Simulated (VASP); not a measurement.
# Al30Si (a cell with a defect) in VASP: notebook, part 2 of 2

VASP 6.6.1.

### 4 Single point, PBE+D3(BJ)

The input, INCAR:

```
PREC = Accurate ; ENCUT = 520
EDIFF = 1E-7 ; ISMEAR = 0
SIGMA = 0.15 ; LREAL = Auto
LASPH = T ; NELM = 100
ALGO = Normal ; ISIF = 2
LWAVE = F ; LCHARG = F
GGA = PE ; IVDW = 12
NBANDS = 68
```

The input, KPOINTS:

```
regular mesh
0
Gamma
  3 3 3
```

The input, POSCAR:

```
Al30Si
1.0
    8.1000000000      0.0000000000      0.0000000000
    0.0000000000      8.1000000000      0.0000000000
    0.0000000000      0.0000000000      8.1000000000
Al Si
30 1
Direct
    0.5003419075      0.0012631106      0.0019497323
    0.7500862972      0.2488378876      0.0025263186
   -0.0003447360      0.0011935708      0.0019079654
    0.2500158572      0.2503198072      0.0011017167
    0.4990079418      0.5005900830      0.0011036913
    0.7500157548      0.7523556108      0.0004484073
    0.2498950073      0.0009325977      0.2504677028
    0.4999621878      0.2496716492      0.2501785073
    0.7498485828      0.5013396263      0.2523509939
    0.5058734192     -0.0019745268      0.4991371676
    0.7499020309      0.2505350842      0.4987034087
    0.7499504376     -0.0010087040      0.7503874208
    0.0011033353      0.5005073805      0.0009006101
    0.2500737882      0.7505731034      0.0009670386
   -0.0001564073      0.2496811399      0.2499612684
    0.2499829885      0.5008074692      0.2500978894
    0.5062412357      0.7527808616      0.2532925810
   -0.0059630920     -0.0017758980      0.4991162085
    0.2499560007      0.2507301202      0.5009097605
    0.5016525201      0.5032291705      0.5005524552
    0.2500586032      0.0012399027      0.7510335521
    0.4993175395      0.2504339939      0.7507670884
    0.7500802545      0.5028589389      0.7484467964
   -0.0064649297      0.7527487971      0.2531330999
   -0.0018610738      0.5031214974      0.5002782430
    0.2499414687      0.7509301168      0.5004982761
    0.0008673642      0.2505760684      0.7507304485
    0.2498221911      0.5012188011      0.7500833798
    0.5014143411      0.7510079329      0.7483347929
   -0.0013924279      0.7510078183      0.7482702345
    0.7497205118      0.0011559884      0.2506750443
```

Potentials or basis: VASP PAW PBE potentials, release 64 (Al, Si).

The run is started by

```bash
$ cat potpaw_PBE.64/Al/POTCAR potpaw_PBE.64/Si/POTCAR > POTCAR
$ mpirun -np 1 vasp_std > vasp.out
```

OUTCAR:

```text
PREC = Accurate
   ENCUT = 520
   EDIFF = 1E-7
   ISMEAR = 0
   LREAL = Auto
   LASPH = T
   NELM = 100
   ISIF = 2
   GGA = PE
   IVDW = 12
 IVDW          = 12

 ion  position               nearest neighbor table
   1  0.500  0.001  0.002-   8 2.84   2 2.85  31 2.85   6 2.86   7 2.86   4 2.86  17 2.86  22 2.87
                            14 2.87  12 2.87  21 2.87  29 2.89
   2  0.750  0.249  0.003-  31 2.84  15 2.85   3 2.85   1 2.85   8 2.85  12 2.88   9 2.88  22 2.88
                            27 2.88  13 2.88   5 2.88  23 2.91
   3  1.000  0.001  0.002-  15 2.84   2 2.85   6 2.86  31 2.86   7 2.86   4 2.86  24 2.86  27 2.87
                            14 2.87  12 2.87  21 2.87  30 2.89
   4  0.250  0.250  0.001-   7 2.86   8 2.86  15 2.86  13 2.86  21 2.86   5 2.86   1 2.86  16 2.86
                             3 2.86  27 2.86  22 2.86  28 2.87
   5  0.499  0.501  0.001-  16 2.85  14 2.86   4 2.86   8 2.86  28 2.86  22 2.87   9 2.88   6 2.88
                             2 2.88  29 2.88  23 2.89  17 2.89
   6  0.750  0.752  0.000-  24 2.84  17 2.84  12 2.84   3 2.86   1 2.86  31 2.86  29 2.87  30 2.87
                            23 2.87   5 2.88   9 2.88  13 2.88
   7  0.250  0.001  0.250-   4 2.86  15 2.86   3 2.86   8 2.86   1 2.86  14 2.86  26 2.86  19 2.87
                            18 2.89  17 2.89  24 2.89  10 2.89
   8  0.500  0.250  0.250-   1 2.84   2 2.85  31 2.85  11 2.86   7 2.86   4 2.86   5 2.86  10 2.87
                            19 2.87  16 2.87   9 2.87  20 2.89
   9  0.750  0.501  0.252-  17 2.84  24 2.84  25 2.84  20 2.84  11 2.85   8 2.87  15 2.87   5 2.88
[... 31 lines left out ...]
  25  0.998  0.503  0.500-  30 2.84   9 2.84  23 2.84  24 2.85  26 2.86  11 2.87  28 2.87  16 2.88
                            27 2.88  15 2.89  19 2.89
  26  0.250  0.751  0.500-  30 2.86  28 2.86  29 2.86  20 2.86  25 2.86   7 2.86  16 2.87  21 2.87
                            10 2.88  18 2.88  17 2.88  24 2.89
  27  0.001  0.251  0.751-  21 2.86  19 2.86   4 2.86  28 2.86  13 2.86   3 2.87  12 2.88   2 2.88
                            11 2.88  25 2.88  23 2.88  18 2.89
  28  0.250  0.501  0.750-  26 2.86  13 2.86  27 2.86  19 2.86   5 2.86  14 2.87  22 2.87  30 2.87
                            20 2.87  29 2.87  25 2.87   4 2.87
  29  0.501  0.751  0.748-  20 2.84  10 2.84  12 2.84  23 2.85  26 2.86   6 2.87  28 2.87  21 2.87
                             5 2.88   1 2.89  14 2.89
  30  0.999  0.751  0.748-  25 2.84  18 2.84  12 2.84  23 2.84  26 2.86   6 2.87  28 2.87  21 2.87
[... 219 lines left out ...]
  energy-cutoff  :      520.00
  volume of cell :      531.44
 maximum number of plane-waves:     14358
   NGX = 31   NGY = 31   NGZ = 31

 number of electron      94.0000000 magnetization

 Free energy of the ion-electron system (eV)
  ---------------------------------------------------
  ext. energy  EPLUGINS =         0.00000000
  ---------------------------------------------------
  free energy    TOTEN  =      -117.37594749 eV

  energy without entropy =     -117.27558691  energy(sigma->0) =     -117.32576720

 E-fermi :   7.5121     XC(G=0): -10.0430

 val. band max:        7.4680791266   @ k =  -0.3333  -0.3333   0.3333
 cond. band min:       7.5534515912   @ k =   0.0000  -0.3333   0.3333
 fundamental gap:      0.0853724646
 Fermi energy:         7.5121017229

 k-point     1 :       0.0000    0.0000    0.0000
  band No.  band energies     occupation
      1      -3.4826      2.00000
      2      -1.7971      2.00000
      3      -1.2256      2.00000
      4      -1.1790      2.00000
      5      -1.1690      2.00000
      6      -1.1358      2.00000
[... 857 lines left out ...]
     58       9.4481      0.00000
     59       9.5454      0.00000
 [bands above 59 left out]

------------------------ aborting loop because EDIFF is reached ----------------------------------------

 Edisp (eV)  -10.05803

 E8    (eV) :    -4.4835

  FORCE on cell =-STRESS in cart. coord.  units (eV):
  Direction    XX          YY          ZZ          XY          YZ          ZX
  --------------------------------------------------------------------------------------
  -------------------------------------------------------------------------------------
  Total     -16.61681   -15.21987   -15.21273     0.00484     0.27487    -0.00496
  in kB     -50.09603   -45.88456   -45.86303     0.01459     0.82867    -0.01495
  external pressure =      -47.28 kB  Pullay stress =        0.00 kB

 VOLUME and BASIS-vectors are now :
 -----------------------------------------------------------------------------
  energy-cutoff  :      520.00
  volume of cell :      531.44
      direct lattice vectors                 reciprocal lattice vectors
     8.100000000  0.000000000  0.000000000     0.123456790  0.000000000  0.000000000
     0.000000000  8.100000000  0.000000000     0.000000000  0.123456790  0.000000000
     0.000000000  0.000000000  8.100000000     0.000000000  0.000000000  0.123456790

 POSITION                                       TOTAL-FORCE (eV/Angst)
 -----------------------------------------------------------------------------------
      4.05277      0.01023      0.01579        -0.002733      0.005939      0.005146
      6.07570      2.01559      0.02046        -0.002826     -0.002564      0.007945
      8.09721      0.00967      0.01545         0.002400      0.006429      0.002283
      2.02513      2.02759      0.00892         0.002535     -0.004751      0.003407
      4.04196      4.05478      0.00894        -0.006306     -0.004961     -0.003792
      6.07513      6.09408      0.00363        -0.000612      0.004943      0.002546
[... 23 lines left out ...]
      8.08872      6.08316      6.06099        -0.009282      0.000217     -0.005212
      6.07274      0.00936      2.03047         0.005510     -0.003100     -0.007151
 -----------------------------------------------------------------------------------
    total drift:                               -0.006711      0.063982      0.051992

  FREE ENERGIE OF THE ION-ELECTRON SYSTEM (eV)
  ---------------------------------------------------
  free  energy   TOTEN  =      -127.4339764713 eV

  energy  without entropy=     -127.3336158899  energy(sigma->0) =     -127.38379618
```

OSZICAR:

```text
N       E                     dE             d eps       ncg     rms          rms(c)
DAV:   1     0.129660533304E+03    0.12966E+03   -0.32762E+04  1904   0.111E+03
DAV:   2    -0.103517851473E+03   -0.23318E+03   -0.21718E+03  2228   0.144E+02
DAV:   3    -0.117911605085E+03   -0.14394E+02   -0.13676E+02  2368   0.285E+01
DAV:   4    -0.118265100553E+03   -0.35350E+00   -0.35043E+00  2344   0.484E+00
DAV:   5    -0.118272627457E+03   -0.75269E-02   -0.75163E-02  2288   0.827E-01    0.741E+00
DAV:   6    -0.117664797075E+03    0.60783E+00   -0.62529E-01  2312   0.205E+00    0.439E+00
DAV:   7    -0.117411704548E+03    0.25309E+00   -0.23659E-01  2248   0.136E+00    0.122E+00
DAV:   8    -0.117378526059E+03    0.33178E-01   -0.28584E-02  2312   0.486E-01    0.477E-01
DAV:   9    -0.117376191849E+03    0.23342E-02   -0.33480E-03  2232   0.156E-01    0.284E-01
DAV:  10    -0.117375968080E+03    0.22377E-03   -0.59794E-04  2360   0.668E-02    0.693E-02
DAV:  11    -0.117375948784E+03    0.19296E-04   -0.91510E-05  2296   0.250E-02    0.244E-02
DAV:  12    -0.117375949145E+03   -0.36123E-06   -0.14553E-05  2352   0.965E-03    0.969E-03
DAV:  13    -0.117375948661E+03    0.48369E-06   -0.15007E-06  2216   0.341E-03    0.298E-03
DAV:  14    -0.117375947856E+03    0.80549E-06   -0.14171E-07  1760   0.106E-03    0.118E-03
DAV:  15    -0.117375947518E+03    0.33769E-06   -0.50776E-08  1416   0.632E-04    0.270E-04
DAV:  16    -0.117375947488E+03    0.29962E-07   -0.75884E-09  1208   0.266E-04
   1 F= -.12743398E+03 E0= -.12738380E+03  d E =-.100361E+00
```

stdout:

```text
POSCAR found type information on POSCAR AlSi
 POSCAR found :  2 types and      31 ions
 scaLAPACK will be used
 LDA part: xc-table for (Slater+PW92), standard interpolation
 POSCAR, INCAR and KPOINTS ok, starting setup
 FFT: planning ... GRIDC
 FFT: planning ... GRID_SOFT
 FFT: planning ... GRID
 WAVECAR not read
 entering main loop
```

It took 19 min on 1 thread of Oxide Virtual Turin-like, shared host; peak memory 0.61 GiB.

What came out:

* Free energy: -127.4340 eV
* Pressure: -4.7 GPa
* Largest force: 0.020 eV/Å
* Band gap on the k mesh: zero (band 47 reaches 7.86 eV, above the bottom of band 48 at 7.55 eV)
* Dispersion energy per atom: -0.324 eV

Forces on the atoms (eV/Å):
```
Al  -0.003  0.006  0.005
Al  -0.003 -0.003  0.008
Al   0.002  0.006  0.002
Al   0.003 -0.005  0.003
Al  -0.006 -0.005 -0.004
Al  -0.001  0.005  0.003
Al  -0.001  0.014 -0.003
Al   0.003 -0.007 -0.003
Al   0.002  0.000  0.004
Al   0.007  0.002 -0.005
Al   0.002  0.000 -0.010
Al   0.002 -0.012 -0.007
Al   0.003  0.000  0.006
Al   0.000  0.002  0.002
Al  -0.001 -0.007  0.002
Al  -0.002 -0.001  0.003
Al   0.004 -0.006 -0.001
Al  -0.009 -0.003 -0.007
Al   0.001  0.000  0.002
Al   0.004  0.001 -0.006
Al  -0.002  0.011  0.005
Al  -0.016  0.003  0.012
Al  -0.002  0.010 -0.007
Al  -0.002 -0.005  0.003
Al  -0.002  0.006 -0.003
Al  -0.003  0.001 -0.001
Al   0.008 -0.005  0.009
Al   0.007  0.000  0.005
Al   0.009 -0.003 -0.003
Al  -0.009  0.000 -0.005
Si   0.006 -0.003 -0.007
```

### 5 Single point, PBE+D3(BJ)

Changes to INCAR since step 4:

```diff
@@ -1,3 +1,3 @@
 PREC = Accurate ; ENCUT = 520
-EDIFF = 1E-7 ; ISMEAR = 0
+EDIFF = 1E-6 ; ISMEAR = 0
 SIGMA = 0.15 ; LREAL = Auto
```

The input, KPOINTS:

```
Automatic mesh
0
Gamma
  3 3 3
```

The input, POSCAR:

```
Al30Si
1.0
    8.1000000000      0.0000000000      0.0000000000
    0.0000000000      8.1000000000      0.0000000000
    0.0000000000      0.0000000000      8.1000000000
Al Si
30 1
Direct
    0.5003418519      0.0012630864      0.0019497531
    0.7500862963      0.2488379012      0.0025262963
   -0.0003446914      0.0011935802      0.0019080247
    0.2500158025      0.2503197531      0.0011017284
    0.4990079012      0.5005901235      0.0011037037
    0.7500158025      0.7523555556      0.0004483951
    0.2498950617      0.0009325926      0.2504676543
    0.4999622222      0.2496716049      0.2501785185
    0.7498485185      0.5013396296      0.2523509877
    0.5058734568     -0.0019745679      0.4991371605
    0.7499019753      0.2505350617      0.4987034568
    0.7499504938     -0.0010086420      0.7503874074
    0.0011033333      0.5005074074      0.0009006173
    0.2500738272      0.7505730864      0.0009670370
   -0.0001564198      0.2496811111      0.2499612346
    0.2499829630      0.5008075309      0.2500979012
    0.5062412346      0.7527808642      0.2532925926
   -0.0059630864     -0.0017759259      0.4991161728
    0.2499560494      0.2507301235      0.5009097531
    0.5016524691      0.5032291358      0.5005524691
    0.2500586420      0.0012398765      0.7510335802
    0.4993175309      0.2504339506      0.7507670370
    0.7500802469      0.5028588889      0.7484467901
   -0.0064649383      0.7527487654      0.2531330864
   -0.0018611111      0.5031214815      0.5002782716
    0.2499414815      0.7509301235      0.5004982716
    0.0008674074      0.2505760494      0.7507304938
    0.2498222222      0.5012187654      0.7500833333
    0.5014143210      0.7510079012      0.7483348148
   -0.0013924691      0.7510077778      0.7482702469
    0.7497204938      0.0011560494      0.2506750617
```

The run is started by

```bash
$ cat potpaw_PBE.64/Al/POTCAR potpaw_PBE.64/Si/POTCAR > POTCAR
$ mpirun -np 1 vasp_std > vasp.out
```

It took 17 min on 1 thread of Oxide Virtual Turin-like, shared host; peak memory 0.61 GiB.

It converged, with:

```
Free energy                : -127.4340 eV
Pressure                   : -4.7 GPa
Largest force              : 0.020 eV/Å
Band gap on the k mesh     : zero (band 47 reaches 7.86 eV, above the bottom of band 48 at 7.55 eV)
Dispersion energy per atom : -0.324 eV
```

Forces in eV/Å, atoms in the order of the input:
```
Al  -0.003  0.006  0.005
Al  -0.003 -0.003  0.008
Al   0.002  0.006  0.002
Al   0.003 -0.005  0.003
Al  -0.006 -0.005 -0.004
Al  -0.001  0.005  0.003
Al  -0.001  0.014 -0.003
Al   0.003 -0.007 -0.003
Al   0.002  0.000  0.004
Al   0.007  0.002 -0.005
Al   0.002  0.000 -0.010
Al   0.002 -0.012 -0.007
Al   0.003  0.000  0.006
Al   0.000  0.002  0.002
Al  -0.001 -0.007  0.002
Al  -0.002 -0.001  0.003
Al   0.004 -0.006 -0.001
Al  -0.009 -0.003 -0.007
Al   0.001  0.000  0.002
Al   0.004  0.001 -0.006
Al  -0.002  0.011  0.005
Al  -0.016  0.003  0.012
Al  -0.002  0.010 -0.007
Al  -0.002 -0.005  0.003
Al  -0.002  0.006 -0.003
Al  -0.003  0.001 -0.001
Al   0.008 -0.005  0.009
Al   0.007  0.000  0.005
Al   0.009 -0.003 -0.003
Al  -0.009  0.000 -0.005
Si   0.006 -0.003 -0.007
```

Stress tensor (GPa, compression positive):
```
-5.01  0.00  0.00
 0.00 -4.59  0.08
 0.00  0.08 -4.59
```

Levels at points of the mesh, in eV from the Fermi level:
```csv
k point,band 45,band 46,band 47,band 48,band 49,band 50
"(0.00, 0.00, 0.00)",-0.33,0.29,0.35,0.41,0.42,0.46
```
